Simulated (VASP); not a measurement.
# Ag (Fm-3m) in VASP: a series of runs

The runs below take Ag through single point, with revPBE, BLYP, r2SCAN, PBE+D3(BJ).

Everything below comes from runs of VASP 6.6.1. Logs are shortened: lines on timing, memory, paths and dates and some standing lists are left out, and cuts for length are marked.

## (1) The cell of the first run

It takes space group Fm-3m (No. 225, cubic). The conventional cell has a = 4.085 Å, b = 4.085 Å, c = 4.085 Å, α = 90.00°, β = 90.00°, γ = 90.00°. Ag (site symmetry m-3m) has 12 Ag at 2.89 Å within 3.8 Å.

## (2) Single point, revPBE

Contents of INCAR:

```
PREC     = Accurate       # precision mode
ENCUT    = 520            # plane-wave cutoff, eV
EDIFF    = 1E-6           # SCF threshold, eV
ISMEAR   = -1             # smearing method
SIGMA    = 0.05           # smearing width, eV
LREAL    = F              # projectors in reciprocal space
LASPH    = T              # aspherical terms in the spheres
NELM     = 60             # most SCF steps
ALGO     = Fast           # electronic algorithm
ISIF     = 2              # what is computed and relaxed
LWAVE    = F              # write WAVECAR
LCHARG   = F              # write CHGCAR
GGA      = RE             # functional
NBANDS   = 12             # bands
```

Contents of KPOINTS:

```
Automatic mesh
0
Gamma
  6 6 6
```

Contents of POSCAR:

```
Ag
1.0
    0.0000000000      2.0427500000      2.0427500000
    2.0427500000      0.0000000000      2.0427500000
    2.0427500000      2.0427500000      0.0000000000
Ag
1
Direct
    0.0000000000      0.0000000000      0.0000000000
```

Potentials or basis: VASP PAW PBE potentials, release 64 (Ag).

Command:

```
$ cat potpaw_PBE.64/Ag/POTCAR > POTCAR
$ mpirun -np 1 vasp_std > vasp.out
```

OUTCAR:

```text
PREC = Accurate
   ENCUT = 520
   EDIFF = 1E-6
   ISMEAR = -1
   LREAL = F
   LASPH = T
   NELM = 60
   ISIF = 2
   GGA = RE

 ion  position               nearest neighbor table
   1  0.000  0.000  0.000-

  LATTYP: Found a face centered cubic cell.
 ALAT       =     4.0855000000

  Lattice vectors:

 A1 = (   0.0000000000,   2.0427500000,   2.0427500000)
 A2 = (   2.0427500000,   0.0000000000,   2.0427500000)
 A3 = (   2.0427500000,   2.0427500000,   0.0000000000)

Analysis of symmetry for initial positions (statically):
=====================================================================
 Subroutine PRICEL returns:
 Original cell was already a primitive cell.

 Routine SETGRP: Setting up the symmetry group for a
 face centered cubic supercell.

 Subroutine GETGRP returns: Found 48 space group operations
 (whereof 48 operations were pure point group operations)
 out of a pool of 48 trial point group operations.

The static configuration has the point symmetry O_h .

Analysis of symmetry for dynamics (positions and initial velocities):
=====================================================================
 Subroutine PRICEL returns:
 Original cell was already a primitive cell.

 Routine SETGRP: Setting up the symmetry group for a
 face centered cubic supercell.

 Subroutine GETGRP returns: Found 48 space group operations
 (whereof 48 operations were pure point group operations)
 out of a pool of 48 trial point group operations.

The dynamic configuration has the point symmetry O_h .

 Subroutine INISYM returns: Found 48 space group operations
 (whereof 48 operations are pure point group operations),
 and found     1 'primitive' translations

----------------------------------------------------------------------------------------

                                     Primitive cell

  volume of cell :      17.0481

  direct lattice vectors                    reciprocal lattice vectors
     0.000000000  2.042750000  2.042750000    -0.244768082  0.244768082  0.244768082
     2.042750000  0.000000000  2.042750000     0.244768082 -0.244768082  0.244768082
     2.042750000  2.042750000  0.000000000     0.244768082  0.244768082 -0.244768082

  length of vectors
     2.888884755  2.888884755  2.888884755     0.423950755  0.423950755  0.423950755

  position of ions in fractional coordinates (direct lattice)
     0.000000000  0.000000000  0.000000000

  ion indices of the primitive-cell ions
   primitive index   ion index
                 1           1

----------------------------------------------------------------------------------------

 KPOINTS: Automatic mesh

Automatic generation of k-mesh.
 Grid dimensions read from file:
 generate k-points for:    6    6    6

 Generating k-lattice:

  Cartesian coordinates                     Fractional coordinates (reciprocal lattice)
    -0.040794680  0.040794680  0.040794680     0.166666667  0.000000000  0.000000000
     0.040794680 -0.040794680  0.040794680     0.000000000  0.166666667  0.000000000
     0.040794680  0.040794680 -0.040794680     0.000000000  0.000000000  0.166666667

  Length of vectors
     0.070658459  0.070658459  0.070658459

  Shift w.r.t. Gamma in fractional coordinates (k-lattice)
     0.000000000  0.000000000  0.000000000

 Subroutine IBZKPT returns following result:
 ===========================================

 Found     16 irreducible k-points:

 Following reciprocal coordinates:
            Coordinates               Weight
  0.000000  0.000000  0.000000      1.000000
  0.166667  0.000000  0.000000      8.000000
  0.333333  0.000000  0.000000      8.000000
  0.500000  0.000000  0.000000      4.000000
  0.166667  0.166667  0.000000      6.000000
  0.333333  0.166667  0.000000     24.000000
[... 8 lines left out ...]
 -0.333333  0.333333  0.166667     24.000000
 -0.333333  0.500000  0.166667     12.000000
   k-points           NKPTS =     16   k-points in BZ     NKDIM =     16   number of bands    NBANDS=     12
   number of dos      NEDOS =    301   number of ions     NIONS =      1
   total plane-waves  NPLWV =  13824
   dimension x,y,z NGX =    24 NGY =   24 NGZ =   24
   dimension x,y,z NGXF=    48 NGYF=   48 NGZF=   48
   ions per type =               1
   NGX,Y,Z   is equivalent  to a cutoff of  13.81, 13.81, 13.81 a.u.
   NGXF,Y,Z  is equivalent  to a cutoff of  27.62, 27.62, 27.62 a.u.
 SYSTEM =  unknown system
   PREC   = accura    normal or accurate (medium, high low for compatibility)
   ISTART =      0    job   : 0-new  1-cont  2-samecut
   ICHARG =      2    charge: 1-file 2-atom 10-const
   ISPIN  =      1    spin polarized calculation?
   LNONCOLLINEAR =      F non collinear calculations
   LSORBIT =      F    spin-orbit coupling
   LASPH  =      T    aspherical Exc in radial PAW
   ENCUT  =  520.0 eV  38.22 Ry    6.18 a.u.   5.37  5.37  5.37*2*pi/ulx,y,z
   NELM   =     60;   NELMIN=  2; NELMDL= -5     # of ELM steps
   EDIFF  = 0.1E-05   stopping-criterion for ELM
   LREAL  =      F    real-space projection
   EDIFFG = 0.1E-04   stopping-criterion for IOM
   NSW    =      0    number of steps for IOM
   IBRION =     -1    ionic relax: 0-MD 1-quasi-New 2-CG
   NFREE  =      0    steps in history (QN), initial steepest desc. (CG)
   ISIF   =      2    stress and relaxation
   ISYM   =      2    0-nonsym 1-usesym 2-fastsym
   POTIM  = 0.5000    time-step for ionic-motion
   TEBEG  =    0.0;   TEEND  =   0.0 temperature during run
   PSTRESS=    0.0 pullay stress
   NELECT =      11.0000    total number of electrons
   NUPDOWN=      -1.0000    fix difference up-down
   EMIN   =  10.00;   EMAX   =-10.00  energy-range for DOS
   EFERMI =   0.00;   METHOD = LEGACY
   ISMEAR =    -1;   SIGMA  =   0.05  broadening in eV -4-tet -1-fermi 0-gaus
   EFERMI_NEDOS =   21; number of points for ismear=-14 and -15
   IALGO  =     68    algorithm
   IMIX   =      4    mixing-type and parameters
     AMIX     =   0.40;   BMIX     =  1.00
     AMIX_MAG =   1.60;   BMIX_MAG =  1.00
  volume/ion in A,a.u.               =      17.05       115.05
  Fermi-wavevector in a.u.,A,eV,Ry     =   1.414644  2.673290 27.228221  2.001218
  Thomas-Fermi vector in A             =   2.536165
   LORBIT       =      0    0 simple, 1 ext, 2 COOP (PROOUT), +10 PAW based schemes
   GGA     = RE    functional components
   LHFCALC =     F    Hartree Fock is set to
   AEXX    =    0.0000 exact exchange contribution
   IVDW    =     0    specifies the selected vdW correction
   LEPSILON=     F    determine dielectric tensor
   LRPA    =     F    only Hartree local field effects (RPA)
 non-spin polarized calculation
 RMM-DIIS sequential band-by-band and
  energy-cutoff  :      520.00
  volume of cell :       17.05
 maximum number of plane-waves:       471
 NGX is ok and might be reduce to    24
   NGX = 11   NGY = 11   NGZ = 11

 number of electron      10.9999999 magnetization

 Free energy of the ion-electron system (eV)
  ---------------------------------------------------
  ext. energy  EPLUGINS =         0.00000000
  ---------------------------------------------------
  free energy    TOTEN  =        -2.20023847 eV

  energy without entropy =       -2.19271162  energy(sigma->0) =       -2.19647504

 E-fermi :   8.3717     XC(G=0): -12.1158

 val. band max:        8.3455407998   @ k =   0.5000   0.3333   0.1667
 cond. band min:       9.1325638659   @ k =   0.5000   0.1667   0.0000
 fundamental gap:      0.7870230661
 Fermi energy:         8.3716711794

 k-point     1 :       0.0000    0.0000    0.0000
  band No.  band energies     occupation
      1       0.7884      2.00000
      2       3.7132      2.00000
      3       3.7132      2.00000
      4       3.7132      2.00000
      5       4.7432      2.00000
      6       4.7432      2.00000
      7      24.5488      0.00000
      8      28.1554      0.00000
      9      28.1554      0.00000
     10      28.1554      0.00000
     11      32.9073      0.00000
     12      34.0953      0.00000

 k-point     2 :       0.1667    0.0000    0.0000
  band No.  band energies     occupation
      1       1.5819      2.00000
      2       3.6136      2.00000
      3       3.8879      2.00000
      4       3.8879      2.00000
      5       4.7163      2.00000
      6       4.7163      2.00000
      7      22.8385      0.00000
      8      25.4467      0.00000
      9      28.3832      0.00000
     10      28.3832      0.00000
     11      31.4778      0.00000
     12      32.8897      0.00000

 k-point     3 :       0.3333    0.0000    0.0000
  band No.  band energies     occupation
      1       2.2570      2.00000
      2       3.8236      2.00000
      3       3.8236      2.00000
      4       5.1622      2.00000
      5       5.1622      2.00000
      6       5.2198      2.00000
      7      16.5206      0.00000
      8      24.5077      0.00000
      9      27.5107      0.00000
     10      27.5107      0.00000
     11      31.4155      0.00000
     12      31.4155      0.00000
[... 166 lines left out ...]
 k-point    15 :      -0.3333    0.3333    0.1667
  band No.  band energies     occupation
      1       3.0479      2.00000
      2       3.1083      2.00000
      3       3.7557      2.00000
      4       4.6208      2.00000
      5       5.4982      2.00000
      6      12.2111      0.00000
      7      12.9513      0.00000
      8      18.7643      0.00000
      9      19.3586      0.00000
     10      28.4353      0.00000
     11      31.5732      0.00000
     12      36.4172      0.00000

 k-point    16 :      -0.3333    0.5000    0.1667
  band No.  band energies     occupation
      1       2.5940      2.00000
      2       2.7715      2.00000
      3       4.3230      2.00000
      4       4.9898      2.00000
      5       5.7440      2.00000
      6      12.5235      0.00000
      7      15.4472      0.00000
      8      16.5727      0.00000
      9      17.2632      0.00000
     10      28.6596      0.00000
     11      30.4459      0.00000
     12      34.3166      0.00000

------------------------ aborting loop because EDIFF is reached ----------------------------------------

  FORCE on cell =-STRESS in cart. coord.  units (eV):
  Direction    XX          YY          ZZ          XY          YZ          ZX
  --------------------------------------------------------------------------------------
  -------------------------------------------------------------------------------------
  Total        0.8866990      0.8866990      0.8866990      0.0000000      0.0000000      0.0000000
  in kB       83.3318730     83.3318730     83.3318730      0.0000000      0.0000000      0.0000000
  external PRESSURE =      83.3318730 kB  Pullay stress =       0.0000000 kB

 VOLUME and BASIS-vectors are now :
 -----------------------------------------------------------------------------
  energy-cutoff  :      520.00
  volume of cell :       17.05
      direct lattice vectors                 reciprocal lattice vectors
     0.000000000  2.042750000  2.042750000    -0.244768082  0.244768082  0.244768082
     2.042750000  0.000000000  2.042750000     0.244768082 -0.244768082  0.244768082
     2.042750000  2.042750000  0.000000000     0.244768082  0.244768082 -0.244768082

 POSITION                                       TOTAL-FORCE (eV/Angst)
 -----------------------------------------------------------------------------------
      0.00000      0.00000      0.00000         0.000000      0.000000      0.000000
 -----------------------------------------------------------------------------------
    total drift:                               -0.000000      0.000000      0.000000

  FREE ENERGIE OF THE ION-ELECTRON SYSTEM (eV)
  ---------------------------------------------------
  free  energy   TOTEN  =        -2.2002384718 eV

  energy  without entropy=       -2.1927116163  energy(sigma->0) =       -2.19647504
```

Wall time 4.4 s (1 thread of Intel Xeon Platinum 8488C (Sapphire Rapids), shared host); peak memory 0.13 GiB.

What came out:

* Free energy: -2.2002 eV
* Pressure: 8.3 GPa

Caveat: the k points lie up to 0.44 Å⁻¹ apart; the PAW data sets were made with another functional, which shifts forces and pressure a little.

## (3) Single point, BLYP

Edit INCAR of step 2 so:

```diff
@@ -8,3 +8,3 @@
 NELM     = 60             # most SCF steps
-ALGO     = Fast           # electronic algorithm
+ALGO     = Normal         # electronic algorithm
 ISIF     = 2              # what is computed and relaxed
@@ -12,3 +12,7 @@
 LCHARG   = F              # write CHGCAR
-GGA      = RE             # functional
+GGA      = B5             # functional
+ALDAX    = 1.0          
+AGGAX    = 1.0          
+AGGAC    = 1.0          
+ALDAC    = 0.0          
 NBANDS   = 12             # bands
```

Contents of KPOINTS:

```
regular mesh
0
Gamma
  6 6 6
```

POSCAR is that of step 2.

Potentials or basis: VASP PAW PBE potentials, release 64 (Ag).

Command:

```
$ cat potpaw_PBE.64/Ag/POTCAR > POTCAR
$ mpirun -np 1 vasp_std > vasp.out
```

Run time: 7.5 s. Hardware: 1 thread of Intel Xeon Platinum 8488C (Sapphire Rapids), shared host; peak memory 0.13 GiB.

It converged, with:

```yaml
Free_energy: -1.9503 eV
Pressure: 13.1 GPa
```

Levels at points of the mesh, in eV from the Fermi level:
```csv
k point,band 3,band 4,band 5,band 6,band 7,band 8,band 9,band 10
"(0.00, 0.00, 0.00)",-4.75,-4.75,-3.72,-3.72,16.45,19.79,19.79,19.79
"(0.50, 0.00, 0.00)",-4.77,-2.91,-2.91,-0.09,3.69,15.72,17.91,17.91
"(0.50, 0.50, 0.00)",-2.94,-2.70,-2.70,1.85,6.87,10.80,10.80,17.60
```

Caveat: the k points lie up to 0.44 Å⁻¹ apart; the PAW data sets were made with another functional, which shifts forces and pressure a little.

## (4) Single point, r2SCAN

POSCAR is that of step 3.

Contents of INCAR.step1:

```
  PREC = Accurate
  ENCUT = 520
  ISMEAR = -1
  SIGMA = 0.05
  LREAL = F
  LASPH = T
  NELM = 60
  NBANDS = 12
  GGA = PE
  ALGO = Normal
  EDIFF = 1E-4
  LWAVE = T
  LCHARG = F
```

Contents of INCAR.step2:

```
  PREC = Accurate
  ENCUT = 520
  EDIFF = 1E-6
  ISMEAR = -1
  SIGMA = 0.05
  LREAL = F
  LASPH = T
  NELM = 60
  ALGO = Normal
  ISIF = 2
  LWAVE = F
  LCHARG = F
  METAGGA = R2SCAN
  LMIXTAU = T
  NBANDS = 12
  ISTART = 1
```

Contents of KPOINTS:

```
Automatic mesh
0
Gamma
  6 6 6
```

Command:

```
$ cat potpaw_PBE.64/Ag/POTCAR > POTCAR
$ cp INCAR.step1 INCAR
$ mpirun -np 1 vasp_std > vasp.out
$ cp INCAR.step2 INCAR
$ mpirun -np 1 vasp_std > vasp.out
```

Run time: 11 s. Hardware: 1 thread of Intel Xeon Platinum 8488C (Sapphire Rapids), shared host; peak memory 0.14 GiB.

The run converged. Its results:

| Quantity | Value |
| --- | --- |
| Free energy | -21.2872 eV |
| Pressure | 2.4 GPa |

Levels at points of the mesh, in eV from the Fermi level:
```tsv
k point	band 4	band 5	band 6	band 7	band 8	band 9
(0.00, 0.00, 0.00)	-4.94	-3.90	-3.90	16.86	20.58	20.58
(0.50, 0.00, 0.00)	-3.08	-3.08	-0.14	3.91	16.09	18.82
(0.50, 0.50, 0.00)	-2.86	-2.86	1.93	7.17	11.34	11.34
```

Caveat: the k points lie up to 0.44 Å⁻¹ apart; the PAW data sets were made with another functional, which shifts forces and pressure a little.

(Part 1 of 2 ends here.)
